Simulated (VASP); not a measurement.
Here is a VASP 6.6.1 calculation.

INCAR

```
SYSTEM = Na3Sc
ALGO     = Normal         ! electronic algorithm
EDIFF    = 1E-6           ! SCF threshold, eV
ENCUT    = 520            ! plane-wave cutoff, eV
GGA      = PE             ! functional
ISIF     = 2              ! what is computed and relaxed
ISMEAR   = 0              ! smearing method
LASPH    = .TRUE.         ! aspherical terms in the spheres
LCHARG   = .FALSE.        ! write CHGCAR
LREAL    = .FALSE.        ! projectors in reciprocal space
LWAVE    = .FALSE.        ! write WAVECAR
NBANDS   = 24             ! bands
NELM     = 100            ! most SCF steps
PREC     = Accurate       ! precision mode
SIGMA    = 0.1            ! smearing width, eV
```

Contents of KPOINTS:

```
k-points
0
G
  4 4 4
  0 0 0
```

POSCAR

```
Na3Sc
1.0
    4.2849415585      0.0000000000      0.0000000000
    0.0000000000      4.2849415585      0.0000000000
    0.0000000000      0.0000000000      4.2408983399
Na Sc
3 1
Direct
    0.0000000000      0.5000000000      0.5000000000
    0.5000000000      0.0000000000      0.5000000000
    0.5000000000      0.5000000000      0.0000000000
    0.0000000000      0.0000000000      0.0000000000
```

Potentials or basis: VASP PAW PBE potentials, release 64 (Na_pv, Sc_sv).

Launch:

```sh
$ cat potpaw_PBE.64/Na_pv/POTCAR potpaw_PBE.64/Sc_sv/POTCAR > POTCAR
$ mpirun -np 1 vasp_std > vasp.out
```

(1) Predict the pressure.

(2) Predict the band gap on the k mesh.

Answers

(1) 17.5 GPa.

(2) zero (bands 16 and 17 overlap by 0.83 eV).

Caveat: the k points lie up to 0.37 Å⁻¹ apart, too coarse for converged energies and pressures of a metal.
